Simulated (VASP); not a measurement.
Runs of VASP 6.6.1 on Y. The structure is that of space group Fd-3m (No. 227), or close to it. The cells are those of the table. This isn't the form of Y at room conditions, which is hcp.

| task | cell | gap on the mesh (eV) | pressure (GPa) |
| --- | --- | --- | --- |
| single point | a = 3.930 Å, angles 60.0°, 2 atoms | none | 30.1 |
| relaxation of cell and atoms | relaxed to 15 GPa from a = 4.950 Å, angles 60.0°, 2 atoms | none | 15.0 |
| single point | a = 4.110 Å, angles 60.0°, 2 atoms | none | (a) |
| single point | a = 5.004 Å, angles 60.0°, 2 atoms | none | 0.0 |
| relaxation of cell and atoms | relaxed from a = 4.950 Å, angles 60.0°, 2 atoms | none | 0.0 |
| relaxation of cell and atoms | relaxed to 45 GPa from a = 4.950 Å, angles 60.0°, 2 atoms | none | 45.0 |
| single point | a = 3.821 Å, angles 60.0°, 2 atoms | none | 45.0 |
| relaxation of cell and atoms | relaxed to 30 GPa from a = 4.950 Å, angles 60.0°, 2 atoms | none | 30.0 |

Alike in all rows: level PBE; potentials or basis VASP PAW PBE potentials, release 64 (Y_sv); no spin polarisation; k mesh 6 × 6 × 6; cutoff (eV) 500; smearing fermi-dirac 0.05 eV.

Task: Estimate the missing entries.

Result: (a) 15.1.

Caveats: the cell stands under pressure (at least some runs); the cell is relaxed towards a set pressure, so the run minimises the enthalpy, not the energy (at least some runs).

A k mesh can miss the band edges, and the runs leave out spin-orbit coupling on Y.

A gap of «none» marks levels without a gap at the run's occupations.
